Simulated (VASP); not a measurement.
# TlCl (Pm-3m) in VASP: further runs

Aim: see how the results for TlCl move with the level of theory and the settings. Levels: PBE, LDA. Tasks: single point.

Program: VASP 6.6.1. These are calculated values, not measurements. Logs are shortened: lines on timing, memory, paths and dates and some standing lists are left out, and cuts for length are marked.

### 1 The cell of the first run

It takes space group Pm-3m (No. 221, cubic). The conventional cell has a = 3.839 Å, b = 3.839 Å, c = 3.839 Å, α = 90.00°, β = 90.00°, γ = 90.00°. Within 4.4 Å of Tl (site symmetry m-3m) lie 8 Cl at 3.32 Å and 6 Tl at 3.84 Å. Within 4.4 Å of Cl (site symmetry m-3m) lie 8 Tl at 3.32 Å and 6 Cl at 3.84 Å.

### 2 Single point, PBE

Contents of INCAR:

```
SYSTEM = TlCl
ALGO     = Normal         ! electronic algorithm
EDIFF    = 1E-6           ! SCF threshold, eV
ENCUT    = 500            ! plane-wave cutoff, eV
GGA      = PE             ! functional
GGA_COMPAT= .FALSE.      
ISIF     = 2              ! what is computed and relaxed
ISMEAR   = 0              ! smearing method
LASPH    = .TRUE.         ! aspherical terms in the spheres
LCHARG   = .TRUE.         ! write CHGCAR
LELF     = .TRUE.         ! ELF
LREAL    = .FALSE.        ! projectors in reciprocal space
LVHAR    = .TRUE.       
LWAVE    = .FALSE.        ! write WAVECAR
NBANDS   = 17             ! bands
NELM     = 120            ! most SCF steps
PREC     = Accurate       ! precision mode
SIGMA    = 0.01           ! smearing width, eV
```

Contents of KPOINTS:

```
k-points
0
G
  4 4 4
  0 0 0
```

Contents of POSCAR:

```
TlCl
1.0
    3.8388256317      0.0000000000      0.0000000000
    0.0000000000      3.8388256317      0.0000000000
    0.0000000000      0.0000000000      3.8388256317
Tl Cl
1 1
Direct
    0.0000000000      0.0000000000      0.0000000000
    0.5000000000      0.5000000000      0.5000000000
```

Potentials or basis: VASP PAW PBE potentials, release 64 (Tl_d, Cl).

Run with:

```console
> cat potpaw_PBE.64/Tl_d/POTCAR potpaw_PBE.64/Cl/POTCAR > POTCAR
> mpirun -np 1 vasp_std > vasp.out
```

OUTCAR:

```text
SYSTEM = TlCl
   EDIFF = 1E-6
   ENCUT = 500
   GGA = PE
   ISIF = 2
   ISMEAR = 0
   LASPH = .TRUE.
   LREAL = .FALSE.
   NELM = 120
   PREC = Accurate

 ion  position               nearest neighbor table
   1  0.000  0.000  0.000-   2 3.32   2 3.32   2 3.32   2 3.32   2 3.32   2 3.32   2 3.32   2 3.32

   2  0.500  0.500  0.500-   1 3.32   1 3.32   1 3.32   1 3.32   1 3.32   1 3.32   1 3.32   1 3.32

  LATTYP: Found a simple cubic cell.
 ALAT       =     3.8388256317

  Lattice vectors:

 A1 = (   3.8388256317,   0.0000000000,   0.0000000000)
 A2 = (   0.0000000000,   3.8388256317,   0.0000000000)
 A3 = (   0.0000000000,   0.0000000000,   3.8388256317)

Analysis of symmetry for initial positions (statically):
=====================================================================
 Subroutine PRICEL returns:
 Original cell was already a primitive cell.

 Routine SETGRP: Setting up the symmetry group for a
 simple cubic supercell.

 Subroutine GETGRP returns: Found 48 space group operations
 (whereof 48 operations were pure point group operations)
 out of a pool of 48 trial point group operations.

The static configuration has the point symmetry O_h .

Analysis of symmetry for dynamics (positions and initial velocities):
=====================================================================
 Subroutine PRICEL returns:
 Original cell was already a primitive cell.

 Routine SETGRP: Setting up the symmetry group for a
 simple cubic supercell.

 Subroutine GETGRP returns: Found 48 space group operations
 (whereof 48 operations were pure point group operations)
 out of a pool of 48 trial point group operations.

The dynamic configuration has the point symmetry O_h .

 Subroutine INISYM returns: Found 48 space group operations
 (whereof 48 operations are pure point group operations),
 and found     1 'primitive' translations

----------------------------------------------------------------------------------------

                                     Primitive cell

  volume of cell :      56.5712

  direct lattice vectors                    reciprocal lattice vectors
     3.838825632  0.000000000  0.000000000     0.260496333  0.000000000  0.000000000
     0.000000000  3.838825632  0.000000000     0.000000000  0.260496333  0.000000000
     0.000000000  0.000000000  3.838825632     0.000000000  0.000000000  0.260496333

  length of vectors
     3.838825632  3.838825632  3.838825632     0.260496333  0.260496333  0.260496333

  position of ions in fractional coordinates (direct lattice)
     0.000000000  0.000000000  0.000000000
     0.500000000  0.500000000  0.500000000

  ion indices of the primitive-cell ions
   primitive index   ion index
                 1           1
                 2           2

----------------------------------------------------------------------------------------

 KPOINTS: k-points

Automatic generation of k-mesh.
 Grid dimensions read from file:
 generate k-points for:    4    4    4

 Generating k-lattice:

  Cartesian coordinates                     Fractional coordinates (reciprocal lattice)
     0.065124083  0.000000000  0.000000000     0.250000000  0.000000000  0.000000000
     0.000000000  0.065124083  0.000000000     0.000000000  0.250000000  0.000000000
     0.000000000  0.000000000  0.065124083     0.000000000  0.000000000  0.250000000

  Length of vectors
     0.065124083  0.065124083  0.065124083

  Shift w.r.t. Gamma in fractional coordinates (k-lattice)
     0.000000000  0.000000000  0.000000000

 Subroutine IBZKPT returns following result:
 ===========================================

 Found     10 irreducible k-points:

 Following reciprocal coordinates:
            Coordinates               Weight
  0.000000  0.000000  0.000000      1.000000
  0.250000  0.000000  0.000000      6.000000
  0.500000  0.000000  0.000000      3.000000
  0.250000  0.250000  0.000000     12.000000
  0.500000  0.250000  0.000000     12.000000
  0.500000  0.500000  0.000000      3.000000
  0.250000  0.250000  0.250000      8.000000
  0.500000  0.250000  0.250000     12.000000
  0.500000  0.500000  0.250000      6.000000
  0.500000  0.500000  0.500000      1.000000
   k-points           NKPTS =     10   k-points in BZ     NKDIM =     10   number of bands    NBANDS=     17
   number of dos      NEDOS =    301   number of ions     NIONS =      2
   total plane-waves  NPLWV =  21952
   dimension x,y,z NGX =    28 NGY =   28 NGZ =   28
   dimension x,y,z NGXF=    56 NGYF=   56 NGZF=   56
   ions per type =               1   1
   NGX,Y,Z   is equivalent  to a cutoff of  12.13, 12.13, 12.13 a.u.
   NGXF,Y,Z  is equivalent  to a cutoff of  24.25, 24.25, 24.25 a.u.
 SYSTEM =  TlCl
   PREC   = accura    normal or accurate (medium, high low for compatibility)
   ISTART =      0    job   : 0-new  1-cont  2-samecut
   ICHARG =      2    charge: 1-file 2-atom 10-const
   ISPIN  =      1    spin polarized calculation?
   LNONCOLLINEAR =      F non collinear calculations
   LSORBIT =      F    spin-orbit coupling
   LASPH  =      T    aspherical Exc in radial PAW
   ENCUT  =  500.0 eV  36.75 Ry    6.06 a.u.   7.00  7.00  7.00*2*pi/ulx,y,z
   NELM   =    120;   NELMIN=  2; NELMDL= -5     # of ELM steps
   EDIFF  = 0.1E-05   stopping-criterion for ELM
   LREAL  =      F    real-space projection
   EDIFFG = 0.1E-04   stopping-criterion for IOM
   NSW    =      0    number of steps for IOM
   IBRION =     -1    ionic relax: 0-MD 1-quasi-New 2-CG
   NFREE  =      0    steps in history (QN), initial steepest desc. (CG)
   ISIF   =      2    stress and relaxation
   ISYM   =      2    0-nonsym 1-usesym 2-fastsym
   POTIM  = 0.5000    time-step for ionic-motion
   TEBEG  =    0.0;   TEEND  =   0.0 temperature during run
   PSTRESS=    0.0 pullay stress
   NELECT =      20.0000    total number of electrons
   NUPDOWN=      -1.0000    fix difference up-down
   EMIN   =  10.00;   EMAX   =-10.00  energy-range for DOS
   EFERMI =   0.00;   METHOD = LEGACY
   ISMEAR =     0;   SIGMA  =   0.01  broadening in eV -4-tet -1-fermi 0-gaus
   EFERMI_NEDOS =   21; number of points for ismear=-14 and -15
   IALGO  =     38    algorithm
   IMIX   =      4    mixing-type and parameters
     AMIX     =   0.40;   BMIX     =  1.00
     AMIX_MAG =   1.60;   BMIX_MAG =  1.00
  volume/ion in A,a.u.               =      28.29       190.88
  Fermi-wavevector in a.u.,A,eV,Ry     =   1.157586  2.187520 18.231867  1.340004
  Thomas-Fermi vector in A             =   2.294196
   LORBIT       =      0    0 simple, 1 ext, 2 COOP (PROOUT), +10 PAW based schemes
   GGA     = PE    functional components
   LHFCALC =     F    Hartree Fock is set to
   AEXX    =    0.0000 exact exchange contribution
   IVDW    =     0    specifies the selected vdW correction
   LEPSILON=     F    determine dielectric tensor
   LRPA    =     F    only Hartree local field effects (RPA)
 non-spin polarized calculation
 Gauss-broadening in eV      SIGMA  =   0.01
  energy-cutoff  :      500.00
  volume of cell :       56.57
 maximum number of plane-waves:      1472
 NGX is ok and might be reduce to    28
   NGX = 13   NGY = 13   NGZ = 13

 number of electron      19.9999993 magnetization

 Free energy of the ion-electron system (eV)
  ---------------------------------------------------
  ext. energy  EPLUGINS =         0.00000000
  ---------------------------------------------------
  free energy    TOTEN  =        -5.99907243 eV

  energy without entropy =       -5.99907243  energy(sigma->0) =       -5.99907243

 E-fermi :   2.7634     XC(G=0):  -9.1182

 val. band max:        2.6803900498   @ k =   0.5000   0.0000   0.0000
 cond. band min:       4.7675125169   @ k =   0.5000   0.0000   0.0000
 fundamental gap:      2.0871224670
 Fermi energy:         2.7633563846

 k-point     1 :       0.0000    0.0000    0.0000
  band No.  band energies     occupation
      1     -11.0740      2.00000
      2      -7.2560      2.00000
      3      -7.2560      2.00000
      4      -7.0134      2.00000
      5      -7.0134      2.00000
      6      -7.0134      2.00000
[... 9 lines left out ...]
     16      15.1619      0.00000
     17      16.8831      0.00000

 k-point     2 :       0.2500    0.0000    0.0000
  band No.  band energies     occupation
      1     -10.9537      2.00000
      2      -7.2489      2.00000
      3      -7.1700      2.00000
      4      -7.0537      2.00000
      5      -7.0537      2.00000
      6      -7.0098      2.00000
[... 9 lines left out ...]
     16      15.8837      0.00000
     17      16.8203      0.00000

 k-point     3 :       0.5000    0.0000    0.0000
  band No.  band energies     occupation
      1     -10.8252      2.00000
      2      -7.2418      2.00000
      3      -7.0931      2.00000
      4      -7.0931      2.00000
      5      -7.0900      2.00000
      6      -7.0061      2.00000
[... 9 lines left out ...]
     16      16.5581      0.00000
     17      16.8355      0.00000

 k-point     4 :       0.2500    0.2500    0.0000
  band No.  band energies     occupation
      1     -10.8651      2.00000
      2      -7.2058      2.00000
      3      -7.1120      2.00000
      4      -7.0635      2.00000
      5      -7.0502      2.00000
      6      -7.0424      2.00000
[... 9 lines left out ...]
     16      14.5992      0.00000
     17      14.9699      0.00000

 k-point     5 :       0.5000    0.2500    0.0000
  band No.  band energies     occupation
      1     -10.7729      2.00000
      2      -7.1892      2.00000
      3      -7.0823      2.00000
      4      -7.0685      2.00000
      5      -7.0390      2.00000
      6      -7.0302      2.00000
[... 9 lines left out ...]
     16      15.0644      0.00000
     17      15.8112      0.00000

 k-point     6 :       0.5000    0.5000    0.0000
  band No.  band energies     occupation
      1     -10.7199      2.00000
      2      -7.1606      2.00000
      3      -7.0715      2.00000
      4      -7.0715      2.00000
      5      -7.0373      2.00000
      6      -6.9485      2.00000
[... 9 lines left out ...]
     16      14.1186      0.00000
     17      14.2532      0.00000

 k-point     7 :       0.2500    0.2500    0.2500
  band No.  band energies     occupation
      1     -10.7847      2.00000
      2      -7.1106      2.00000
      3      -7.1106      2.00000
      4      -7.0883      2.00000
      5      -7.0883      2.00000
      6      -7.0354      2.00000
[... 9 lines left out ...]
     16      14.8143      0.00000
     17      17.3652      0.00000

 k-point     8 :       0.5000    0.2500    0.2500
  band No.  band energies     occupation
      1     -10.7012      2.00000
      2      -7.1420      2.00000
      3      -7.1000      2.00000
      4      -7.0879      2.00000
      5      -7.0549      2.00000
      6      -7.0078      2.00000
[... 9 lines left out ...]
     16      14.4604      0.00000
     17      18.1904      0.00000

 k-point     9 :       0.5000    0.5000    0.2500
  band No.  band energies     occupation
      1     -10.6269      2.00000
      2      -7.1332      2.00000
      3      -7.1332      2.00000
      4      -7.1112      2.00000
      5      -7.0526      2.00000
      6      -6.9465      2.00000
[... 9 lines left out ...]
     16      14.8482      0.00000
     17      18.6721      0.00000

 k-point    10 :       0.5000    0.5000    0.5000
  band No.  band energies     occupation
      1     -10.5277      2.00000
      2      -7.1926      2.00000
      3      -7.1926      2.00000
      4      -7.1926      2.00000
      5      -6.9446      2.00000
      6      -6.9446      2.00000
[... 9 lines left out ...]
     16      15.5103      0.00000
     17      19.7042      0.00000

------------------------ aborting loop because EDIFF is reached ----------------------------------------

  FORCE on cell =-STRESS in cart. coord.  units (eV):
  Direction    XX          YY          ZZ          XY          YZ          ZX
  --------------------------------------------------------------------------------------
  -------------------------------------------------------------------------------------
  Total        0.4249730      0.4249730      0.4249730      0.0000000      0.0000000     -0.0000000
  in kB       12.0358488     12.0358488     12.0358488      0.0000000      0.0000000     -0.0000000
  external PRESSURE =      12.0358488 kB  Pullay stress =       0.0000000 kB

 VOLUME and BASIS-vectors are now :
 -----------------------------------------------------------------------------
  energy-cutoff  :      500.00
  volume of cell :       56.57
      direct lattice vectors                 reciprocal lattice vectors
     3.838825632  0.000000000  0.000000000     0.260496333  0.000000000  0.000000000
     0.000000000  3.838825632  0.000000000     0.000000000  0.260496333  0.000000000
     0.000000000  0.000000000  3.838825632     0.000000000  0.000000000  0.260496333

 POSITION                                       TOTAL-FORCE (eV/Angst)
 -----------------------------------------------------------------------------------
      0.00000      0.00000      0.00000         0.000000      0.000000      0.000000
      1.91941      1.91941      1.91941         0.000000      0.000000      0.000000
 -----------------------------------------------------------------------------------
    total drift:                               -0.000000      0.000000      0.000000

  FREE ENERGIE OF THE ION-ELECTRON SYSTEM (eV)
  ---------------------------------------------------
  free  energy   TOTEN  =        -5.9990724261 eV

  energy  without entropy=       -5.9990724261  energy(sigma->0) =       -5.99907243
```

It took 8.5 s on 1 thread of Intel Xeon Platinum 8259CL at 2.50GHz (Skylake/Cascade Lake), shared host; peak memory 0.15 GiB.

Results:

* Free energy: -5.9991 eV
* Pressure: 1.2 GPa
* Band gap on the k mesh: 2.09 eV, direct

Levels at points of the mesh, in eV from the valence-band top:
```
           k point  band 8  band 9  band 10  band 11  band 12  band 13
(0.00, 0.00, 0.00)   -1.51   -1.51    -1.51     7.80     7.80     7.80
(0.50, 0.00, 0.00)   -1.08   -1.08     0.00     2.09     6.57     6.57
(0.50, 0.50, 0.00)   -2.96   -2.96    -1.04     4.88     4.88     8.44
(0.50, 0.50, 0.50)   -2.00   -2.00    -2.00     2.55     2.55     2.55
```

Caveat: spin-orbit coupling is left out, which moves the levels of the heavy elements.

(Part 1 of 2 ends here.)
